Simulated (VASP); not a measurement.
# Ta2H (C222) in VASP: a series of runs

Runs on Ta2H. Level: PBEsol. Tasks: relaxation of cell and atoms.

All numbers are computed with VASP 6.6.1; they aren't measurements. Logs are shortened: lines on timing, memory, paths and dates and some standing lists are left out, and cuts for length are marked.

## 1. The cell of the first run

The structure is orthorhombic, space group C222 (No. 21). Conventional cell: a = 3.272 Å, b = 4.616 Å, c = 4.643 Å, α = 90.00°, β = 90.00°, γ = 90.00°. Ta (site symmetry 2) has 2 H at 1.87 Å within 2.5 Å. Within 2.5 Å of H (site symmetry 222) lie 4 Ta at 1.87 Å.

## 2. Relaxation of cell and atoms, PBEsol, target pressure 20 GPa, at which the enthalpy is minimised

The input, INCAR:

```
SYSTEM = Ta2H
PREC     = Accurate       ! precision mode
ENCUT    = 600            ! plane-wave cutoff, eV
EDIFF    = 1E-7           ! SCF threshold, eV
ISMEAR   = 0              ! smearing method
SIGMA    = 0.1            ! smearing width, eV
LREAL    = .FALSE.        ! projectors in reciprocal space
LASPH    = .TRUE.         ! aspherical terms in the spheres
NELM     = 100            ! most SCF steps
ALGO     = Normal         ! electronic algorithm
ISIF     = 3              ! what is computed and relaxed
LWAVE    = .FALSE.        ! write WAVECAR
LCHARG   = .FALSE.        ! write CHGCAR
GGA      = PS             ! functional
IBRION   = 2              ! ionic algorithm
NSW      = 70             ! ionic steps
EDIFFG   = -0.008         ! ionic threshold
PSTRESS  = 200.0
```

The input, KPOINTS:

```
regular mesh
0
G
  16 16 10
  0 0 0
```

The input, POSCAR:

```
Ta2H
1.0
    1.6358696661     -2.3078533897      0.0000000000
    1.6358696661      2.3078533897      0.0000000000
    0.0000000000      0.0000000000      4.6427758089
Ta H
2 1
Direct
    0.0000000000      0.5000000000      0.2638026103
    0.5000000000      0.0000000000      0.7361973897
    0.0000000000      0.0000000000      0.0000000000
```

Potentials or basis: VASP PAW PBE potentials, release 64 (Ta_pv, H).

The run is started by

```
cat potpaw_PBE.64/Ta_pv/POTCAR potpaw_PBE.64/H/POTCAR > POTCAR
mpirun -np 1 vasp_std > vasp.out
```

OUTCAR:

```text
SYSTEM = Ta2H
   PREC = Accurate
   ENCUT = 600
   EDIFF = 1E-7
   ISMEAR = 0
   LREAL = .FALSE.
   LASPH = .TRUE.
   NELM = 100
   ISIF = 3
   GGA = PS
   IBRION = 2
   NSW = 70
   EDIFFG = -0.008
   PSTRESS = 200.0

 ion  position               nearest neighbor table
   1  0.000  0.500  0.264-   3 1.87   3 1.87   2 2.74   2 2.74   2 2.95   2 2.95   2 3.18   2 3.18
                             2 3.37   2 3.37
   2  0.500  0.000  0.736-   3 1.87   3 1.87   1 2.74   1 2.74   1 2.95   1 2.95   1 3.18   1 3.18
                             1 3.37   1 3.37
   3  0.000  0.000  0.000-   1 1.87   2 1.87   1 1.87   2 1.87

  LATTYP: Found a base centered orthorhombic cell.
 ALAT       =     3.2717393322
 B/A-ratio  =     1.4107807226
 C/A-ratio  =     1.4190543126

  Lattice vectors:

 A1 = (   1.6358696661,  -2.3078533897,   0.0000000000)
 A2 = (   1.6358696661,   2.3078533897,   0.0000000000)
 A3 = (   0.0000000000,   0.0000000000,   4.6427758089)

Analysis of symmetry for initial positions (statically):
=====================================================================
 Subroutine PRICEL returns:
 Original cell was already a primitive cell.

 Routine SETGRP: Setting up the symmetry group for a
 base centered orthorhombic supercell.

 Subroutine GETGRP returns: Found  4 space group operations
 (whereof  4 operations were pure point group operations)
 out of a pool of  8 trial point group operations.

The static configuration has the point symmetry D_2 .

Analysis of symmetry for dynamics (positions and initial velocities):
=====================================================================
 Subroutine PRICEL returns:
 Original cell was already a primitive cell.

 Routine SETGRP: Setting up the symmetry group for a
 base centered orthorhombic supercell.

 Subroutine GETGRP returns: Found  4 space group operations
 (whereof  4 operations were pure point group operations)
 out of a pool of  8 trial point group operations.

The dynamic configuration has the point symmetry D_2 .

 Subroutine INISYM returns: Found  4 space group operations
 (whereof  4 operations are pure point group operations),
 and found     1 'primitive' translations

----------------------------------------------------------------------------------------

                                     Primitive cell

  volume of cell :      35.0562

  direct lattice vectors                    reciprocal lattice vectors
     1.635869666 -2.307853390  0.000000000     0.305647822 -0.216651544  0.000000000
[... 104 lines left out ...]
   EFERMI_NEDOS =   21; number of points for ismear=-14 and -15
   IALGO  =     38    algorithm
   IMIX   =      4    mixing-type and parameters
     AMIX     =   0.40;   BMIX     =  1.00
     AMIX_MAG =   1.60;   BMIX_MAG =  1.00
  volume/ion in A,a.u.               =      11.69        78.86
  Fermi-wavevector in a.u.,A,eV,Ry     =   1.422534  2.688199 27.532779  2.023602
  Thomas-Fermi vector in A             =   2.543227
   LORBIT       =      0    0 simple, 1 ext, 2 COOP (PROOUT), +10 PAW based schemes
   GGA     = PS    functional components
   LHFCALC =     F    Hartree Fock is set to
   AEXX    =    0.0000 exact exchange contribution
   IVDW    =     0    specifies the selected vdW correction
   LEPSILON=     F    determine dielectric tensor
   LRPA    =     F    only Hartree local field effects (RPA)
 conjugate gradient relaxation of ions
 non-spin polarized calculation
 Gauss-broadening in eV      SIGMA  =   0.10
  energy-cutoff  :      600.00
  volume of cell :       35.06
 maximum number of plane-waves:      1193
   NGX = 11   NGY = 11   NGZ = 19

--------------------------------------- Ionic step        1  -------------------------------------------

 number of electron      23.0000005 magnetization

 Free energy of the ion-electron system (eV)
  ---------------------------------------------------
  ext. energy  EPLUGINS =         0.00000000
  ---------------------------------------------------
  free energy    TOTEN  =       -28.78480096 eV

  energy without entropy =      -28.77818592  energy(sigma->0) =      -28.78149344

------------------------ aborting loop because EDIFF is reached ----------------------------------------

  FORCE on cell =-STRESS in cart. coord.  units (eV):
  Direction    XX          YY          ZZ          XY          YZ          ZX
  --------------------------------------------------------------------------------------
  -------------------------------------------------------------------------------------
  Total        4.4068148      4.6350396      4.6590668      0.0000000      0.0000000      0.0000000
  in kB      201.4052379    211.8358254    212.9339441      0.0000000      0.0000000      0.0000000
  external PRESSURE =       8.7250025 kB  Pullay stress =     200.0000000 kB
[... 143 lines left out ...]
--------------------------------------- Ionic step        5  -------------------------------------------

 number of electron      23.0000005 magnetization

 Free energy of the ion-electron system (eV)
  ---------------------------------------------------
  ext. energy  EPLUGINS =         0.00000000
  ---------------------------------------------------
  free energy    TOTEN  =       -28.79670322 eV

  energy without entropy =      -28.79001489  energy(sigma->0) =      -28.79335906

 E-fermi :   6.0629     XC(G=0): -13.1122

 val. band max:        6.0623390838   @ k =  -0.1875   0.1875   0.5000
 cond. band min:       6.0634280824   @ k =   0.1875   0.1250   0.0000
 fundamental gap:      0.0010889986
 Fermi energy:         6.0628620191

 k-point     1 :       0.0000    0.0000    0.0000
  band No.  band energies     occupation
      1     -28.3490      2.00000
      2     -27.3632      2.00000
      3     -26.9800      2.00000
      4     -26.9732      2.00000
      5     -26.9480      2.00000
      6     -26.9056      2.00000
      7      -4.1079      2.00000
      8       1.1824      2.00000
      9       2.9356      2.00000
     10       5.5278      2.00000
     11       6.4123      0.00000
     12       6.4145      0.00000
     13       6.7791      0.00000
     14       9.6039      0.00000
[... 401 lines left out ...]
      2     -27.3840      2.00000
      3     -27.0136      2.00000
      4     -27.0052      2.00000
      5     -26.9744      2.00000
      6     -26.9252      2.00000
      7      -3.9509      2.00000
      8       1.3489      2.00000
      9       2.9957      2.00000
     10       5.3775      2.00000
     11       6.2777      0.00238
     12       6.5917      0.00000
     13       6.6896      0.00000
     14       9.2705      0.00000
     15       9.5640      0.00000

 [... further k-points ...]
[... 5 lines left out ...]
  --------------------------------------------------------------------------------------
  -------------------------------------------------------------------------------------
  Total        4.3857939      4.3997286      4.3829855      0.0000000      0.0000000      0.0000000
  in kB      199.9318473    200.5670737    199.8038199      0.0000000      0.0000000      0.0000000
  external PRESSURE =       0.1009137 kB  Pullay stress =     200.0000000 kB
[... 22 lines left out ...]
  energy  without entropy=      -28.7900148928  energy(sigma->0) =      -28.79335906

  enthalpy is  TOTEN    =       -24.4094142472 eV   P V=        4.3872889707

 reached required accuracy - stopping structural energy minimisation
```

OSZICAR:

```text
N       E                     dE             d eps       ncg     rms          rms(c)
DAV:   1     0.174673708892E+03    0.17467E+03   -0.14073E+04 13140   0.171E+03
DAV:   2    -0.262058029078E+02   -0.20088E+03   -0.19925E+03 15758   0.439E+02
DAV:   3    -0.301451403155E+02   -0.39393E+01   -0.38520E+01 17557   0.561E+01
[... 39 lines left out ...]
DAV:   2    -0.287967201523E+02    0.44521E-04   -0.84180E-05 18635   0.944E-02    0.242E-02
DAV:   3    -0.287967028691E+02    0.17283E-04   -0.45706E-05 17242   0.582E-02    0.845E-03
DAV:   4    -0.287967030974E+02   -0.22829E-06   -0.15426E-06 15310   0.126E-02    0.525E-03
DAV:   5    -0.287967032314E+02   -0.13403E-06   -0.82389E-08 12647   0.260E-03    0.657E-04
DAV:   6    -0.287967032178E+02    0.13561E-07   -0.23467E-08  9069   0.156E-03
   5 F= -.24409414E+02 E0= -.24406070E+02  d E =-.221796E-03
```

Wall time 11 min (1 thread of Intel Xeon Platinum 8259CL at 2.50GHz (Skylake/Cascade Lake), shared host); peak memory 0.39 GiB.

What came out:

```yaml
Free_energy: -28.7967 eV
Relaxed_volume: 11.72 Å³/atom
Relaxed_cell: a = 2.831 Å, b = 2.831 Å, c = 4.656 Å, α = 90.00°, β = 90.00°, γ = 109.61°
Space_group_after_relaxing_to_0.1_Å: C222 (No. 21)
Energy_change_on_relaxing_the_run_minimises_the_enthalpy: -4.0 meV/atom
Ionic_steps: 5
Pressure_after_relaxing: 20.0 GPa
Largest_force_after_relaxing: 0.003 eV/Å
Band_gap_on_the_k_mesh: zero (an odd number of electrons rules out a gap without spin polarisation)
```

Forces in eV/Å, atoms in the order of the input:
```
Ta   0.000  0.000  0.003
Ta   0.000  0.000 -0.003
H    0.000  0.000  0.000
```

Step by step:
| step | energy change (eV) | largest force (eV/Å) | pressure (GPa) | volume (Å³) |
| --- | --- | --- | --- | --- |
| 1 | 0.0000 | 0.0200 | 20.87 | 35.06 |
| 2 | -0.0397 | 0.0126 | 18.09 | 35.38 |
| 3 | -0.0159 | 0.0072 | 19.80 | 35.18 |
| 4 | -0.0130 | 0.0006 | 19.95 | 35.15 |
| 5 | -0.0119 | 0.0035 | 20.01 | 35.15 |

Final structure:
```
CELL_PARAMETERS angstrom
1.63165 -2.31338 0.00000
1.63165 2.31338 0.00000
0.00000 0.00000 4.65556
ATOMIC_POSITIONS crystal
Ta 0.00000 0.50000 0.26360
Ta 0.50000 0.00000 0.73640
H 0.00000 0.00000 0.00000
```

Caveat: the cell is relaxed towards a set pressure, so the run minimises the enthalpy, not the energy; the PAW data sets were made with another functional, which shifts forces and pressure a little; spin-orbit coupling is left out, which moves the levels of the heavy elements.

## 3. Relaxation of cell and atoms, PBEsol, target pressure 10 GPa, at which the enthalpy is minimised

This run uses another cell than the first one, of 12.13 Å³/atom.

The input, INCAR:

```
  ALGO = Normal
  EDIFF = 1E-6
  EDIFFG = -0.008
  ENCUT = 600
  GGA = PS
  IBRION = 2
  ISIF = 3
  ISMEAR = 0
  LASPH = T
  LCHARG = F
  LREAL = F
  LWAVE = F
  NELM = 100
  NSW = 70
  PREC = Accurate
  PSTRESS = 100.0
  SIGMA = 0.1
```

The input, KPOINTS:

```
k-points
0
Gamma
  16 16 10
```

The input, POSCAR:

```
Ta2H
1.0
    1.6596834446     -2.3342822540      0.0000000000
    1.6596834446      2.3342822540      0.0000000000
    0.0000000000      0.0000000000      4.6962044381
Ta H
2 1
Direct
    0.0000000000      0.5000000000      0.2640150613
    0.5000000000      0.0000000000      0.7359849387
    0.0000000000      0.0000000000      0.0000000000
```

Potentials or basis: VASP PAW PBE potentials, release 64 (Ta_pv, H).

The run is started by

```
cat potpaw_PBE.64/Ta_pv/POTCAR potpaw_PBE.64/H/POTCAR > POTCAR
mpirun -np 1 vasp_std > vasp.out
```

OUTCAR:

```text
EDIFF = 1E-6
   EDIFFG = -0.008
   ENCUT = 600
   GGA = PS
   IBRION = 2
   ISIF = 3
   ISMEAR = 0
   LASPH = T
   LREAL = F
   NELM = 100
   NSW = 70
   PREC = Accurate
   PSTRESS = 100.0

 ion  position               nearest neighbor table
   1  0.000  0.500  0.264-   3 1.89   3 1.89   2 2.77   2 2.77   2 2.98   2 2.98   2 3.22   2 3.22
                             2 3.41   2 3.41
   2  0.500  0.000  0.736-   3 1.89   3 1.89   1 2.77   1 2.77   1 2.98   1 2.98   1 3.22   1 3.22
                             1 3.41   1 3.41
   3  0.000  0.000  0.000-   1 1.89   2 1.89   1 1.89   2 1.89

  LATTYP: Found a base centered orthorhombic cell.
 ALAT       =     3.3193668892
 B/A-ratio  =     1.4064623357
 C/A-ratio  =     1.4147892037

  Lattice vectors:

 A1 = (   1.6596834446,  -2.3342822540,   0.0000000000)
 A2 = (   1.6596834446,   2.3342822540,   0.0000000000)
 A3 = (   0.0000000000,   0.0000000000,   4.6962044381)

Analysis of symmetry for initial positions (statically):
=====================================================================
 Subroutine PRICEL returns:
 Original cell was already a primitive cell.

 Routine SETGRP: Setting up the symmetry group for a
 base centered orthorhombic supercell.
[... 178 lines left out ...]
  Total        2.2929092      2.4254817      2.4385409      0.0000000      0.0000000      0.0000000
  in kB      100.9582520    106.7955026    107.3705073      0.0000000      0.0000000      0.0000000
  external PRESSURE =       5.0414206 kB  Pullay stress =     100.0000000 kB
[... 143 lines left out ...]
--------------------------------------- Ionic step        5  -------------------------------------------

 number of electron      22.9999999 magnetization

 Free energy of the ion-electron system (eV)
  ---------------------------------------------------
  ext. energy  EPLUGINS =         0.00000000
  ---------------------------------------------------
  free energy    TOTEN  =       -28.91801888 eV

  energy without entropy =      -28.91133147  energy(sigma->0) =      -28.91467518

 E-fermi :   5.7672     XC(G=0): -12.9231

 val. band max:        5.7642442897   @ k =   0.1875   0.0000   0.1000
 cond. band min:       5.7709975436   @ k =  -0.2500   0.1250   0.5000
 fundamental gap:      0.0067532539
 Fermi energy:         5.7671626950

 k-point     1 :       0.0000    0.0000    0.0000
  band No.  band energies     occupation
      1     -28.6393      2.00000
      2     -27.7702      2.00000
      3     -27.4230      2.00000
      4     -27.4191      2.00000
      5     -27.3938      2.00000
      6     -27.3545      2.00000
      7      -4.2284      2.00000
      8       1.0489      2.00000
      9       2.6898      2.00000
     10       5.1893      2.00000
     11       6.0958      0.00000
     12       6.1040      0.00000
     13       6.4902      0.00000
     14       9.1472      0.00000
[... 401 lines left out ...]
      2     -27.7888      2.00000
      3     -27.4547      2.00000
      4     -27.4442      2.00000
      5     -27.4182      2.00000
      6     -27.3722      2.00000
      7      -4.0783      2.00000
      8       1.2096      2.00000
      9       2.7404      2.00000
     10       5.0542      2.00000
     11       5.9759      0.00315
     12       6.2732      0.00000
     13       6.4042      0.00000
     14       8.8914      0.00000
     15       9.1700      0.00000

 [... further k-points ...]
[... 5 lines left out ...]
  --------------------------------------------------------------------------------------
  -------------------------------------------------------------------------------------
  Total        2.2821004      2.2818865      2.2741686      0.0000000      0.0000000      0.0000000
  in kB      100.3129097    100.3035064     99.9642549      0.0000000      0.0000000      0.0000000
  external PRESSURE =       0.1935570 kB  Pullay stress =     100.0000000 kB
[... 22 lines left out ...]
  energy  without entropy=      -28.9113314723  energy(sigma->0) =      -28.91467518

  enthalpy is  TOTEN    =       -26.6430370754 eV   P V=        2.2749818062

 reached required accuracy - stopping structural energy minimisation
```

CONTCAR:

```text
Ta2H
   1.00000000000000
     1.6569305210257210   -2.3379829289723668    0.0000000000000000
     1.6569305210257210    2.3379829289723668    0.0000000000000000
     0.0000000000000000    0.0000000000000000    4.7044935878026264
  Ta              H
     2     1
Direct
     0.0000000000000000    0.5000000000000000    0.2639763222966103
     0.5000000000000000    0.0000000000000000    0.7360236777033896
     0.0000000000000000    0.0000000000000000    0.0000000000000000

  0.00000000E+00  0.00000000E+00  0.00000000E+00
  0.00000000E+00  0.00000000E+00  0.00000000E+00
  0.00000000E+00  0.00000000E+00  0.00000000E+00
```

Run time: 8 min. Hardware: 1 thread of Intel Xeon Platinum 8259CL at 2.50GHz (Skylake/Cascade Lake), shared host; peak memory 0.4 GiB.

What came out:

| Item | Value |
| --- | --- |
| Free energy | -28.9180 eV |
| Relaxed volume | 12.15 Å³/atom |
| Relaxed cell | a = 2.866 Å, b = 2.866 Å, c = 4.704 Å, α = 90.00°, β = 90.00°, γ = 109.35° |
| Space group after relaxing (to 0.1 Å) | C222 (No. 21) |
| Energy change on relaxing (the run minimises the enthalpy) | -1.4 meV/atom |
| Ionic steps | 5 |
| Pressure after relaxing | 10.0 GPa |
| Band gap on the k mesh | zero (an odd number of electrons rules out a gap without spin polarisation) |

Forces on the atoms (eV/Å):
```
Ta   0.000  0.000 -0.003
Ta   0.000  0.000  0.003
H    0.000  0.000  0.000
```

The path:
| step | energy change (eV) | largest force (eV/Å) | pressure (GPa) | volume (Å³) |
| --- | --- | --- | --- | --- |
| 1 | 0.0000 | 0.0040 | 10.50 | 36.39 |
| 2 | -0.0124 | 0.0037 | 9.07 | 36.59 |
| 3 | -0.0054 | 0.0009 | 9.90 | 36.47 |
| 4 | -0.0046 | 0.0019 | 9.97 | 36.46 |
| 5 | -0.0041 | 0.0026 | 10.02 | 36.45 |

Final structure:
```xyz
3
Lattice="1.6569 -2.3380 0.0000 1.6569 2.3380 0.0000 0.0000 0.0000 4.7045" Properties=species:S:1:pos:R:3 pbc="T T T"
Ta    0.8285    1.1690    1.2419
Ta    0.8285   -1.1690    3.4626
H     0.0000    0.0000    0.0000
```

Caveat: the cell is relaxed towards a set pressure, so the run minimises the enthalpy, not the energy; the PAW data sets were made with another functional, which shifts forces and pressure a little; spin-orbit coupling is left out, which moves the levels of the heavy elements.
